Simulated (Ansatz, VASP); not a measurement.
## One calculation of CdS, two programs

Contents of INCAR:

```
SYSTEM = CdS
  PREC = Accurate
  ENCUT = 520
  EDIFF = 1E-8
  ISMEAR = -1
  SIGMA = 0.01
  LREAL = .False.
  LASPH = .True.
  NELM = 80
  ALGO = Normal
  ISIF = 2
  LWAVE = .False.
  LCHARG = .False.
  GGA = PE
  LEFG = .True.
  NBANDS = 16
```

KPOINTS

```
Automatic mesh
0
Gamma
  8 8 8
  0 0 0
```

Contents of POSCAR:

```
CdS
1.0
    0.0000000000      2.8884175019      2.9536500000
    2.8884175019      0.0000000000      2.9536500000
    2.8884175019      2.8884175019      0.0000000000
Cd S
1 1
Direct
    0.0000000000      0.0000000000      0.0000000000
    0.7500000000      0.7500000000      0.7500000000
```

Input for Ansatz:

```yaml
crystal:
  lattice:
    - [0.0, 2.8884175019, 2.95365]
    - [2.8884175019, 0.0, 2.95365]
    - [2.8884175019, 2.8884175019, 0.0]
  atoms:
    - { symbol: Cd, position: [0.0, 0.0, 0.0] }
    - { symbol: S, position: [0.75, 0.75, 0.75] }
kpoints:
  mp_grid: { grid: [8, 8, 8] }
scf:
  occupations: { method: fermi_dirac, width: 0.01 }
hamiltonian:
  xc: pbe
  pseudopotentials: { kind: paw }
output:
  forces: true
  stress: true
  eigenvalues: true
  efg: { contact_densities: true }
```

Change from the starting cell: z stretched by +1.5 % at fixed volume, PAW files.

Alike in both runs: task electric field gradients; functional PBE; k mesh 8 × 8 × 8; occupations fermi-dirac, width 0.01 eV; no spin polarisation.

|  | VASP | Ansatz |
| --- | --- | --- |
| version | VASP 6.6.1 | Ansatz 0.2.0 |
| potentials or method | VASP PAW PBE potentials, release 64 (Cd, S) | PAW with Ansatz's default frozen-core files, scalar-relativistic |
| plane-wave cutoff (eV) | 520 | 420 |
| valence electrons in the cell | 18 | 26 |

Ansatz gave:

* gap on the k mesh at the Fermi level (eV): 1.14
* pressure (GPa): 3.3
* traceless stress, the component that is largest in VASP (GPa): -0.26
* size of Vzz on the site where it differs most (V/Å²): 7.5

Problem. Which values does VASP return?

Solution. gap on the k mesh at the Fermi level (eV): 1.14; pressure (GPa): 3.7; traceless stress, the component that is largest in VASP (GPa): -0.25; size of Vzz on the site where it differs most (V/Å²): 7.0.

VASP's potentials hold 18 valence electrons a cell and Ansatz's 26, so a difference there can come from the potentials and not from the codes.
